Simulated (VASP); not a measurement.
Here is a VASP 6.6.1 calculation.

Contents of INCAR:

```
PREC = Accurate ; ENCUT = 520
EDIFF = 1E-7 ; ISMEAR = 0
SIGMA = 0.1 ; LREAL = F
LASPH = T ; NELM = 100
ALGO = Normal ; ISIF = 2
LWAVE = F ; LCHARG = T
GGA = PE ; LELF = T
LVHAR = T ; NBANDS = 39
```

File KPOINTS:

```
Automatic mesh
0
Gamma
  10 10 6
```

File POSCAR:

```
Nb2PdSe4
1.0
    6.8751039192     -1.7638210231     -0.0120981668
    6.8751039192      1.7638210231     -0.0120981668
   -2.8191126006      0.0000000000      5.8462720375
Nb Pd Se
2 1 4
Direct
    0.7479740691      0.7479740691      0.6882573558
    0.2520259309      0.2520259309      0.3117426442
    0.0000000000      0.0000000000      0.0000000000
    0.1054315170      0.1054315170      0.4610248643
    0.8945684830      0.8945684830      0.5389751357
    0.3577585866      0.3577585866      0.0191855523
    0.6422414134      0.6422414134      0.9808144477
```

Potentials or basis: VASP PAW PBE potentials, release 64 (Nb_sv, Pd, Se).

Run with:

```sh
$ cat potpaw_PBE.64/Nb_sv/POTCAR potpaw_PBE.64/Pd/POTCAR potpaw_PBE.64/Se/POTCAR > POTCAR
$ mpirun -np 1 vasp_std > vasp.out
```

(1) Estimate the band gap on the k mesh.

(2) Predict the largest force.

(3) Predict the pressure.

Answers

(1) zero (bands 30 and 31 overlap by 0.72 eV).

(2) 0.016 eV/Å.

(3) 0.0 GPa.
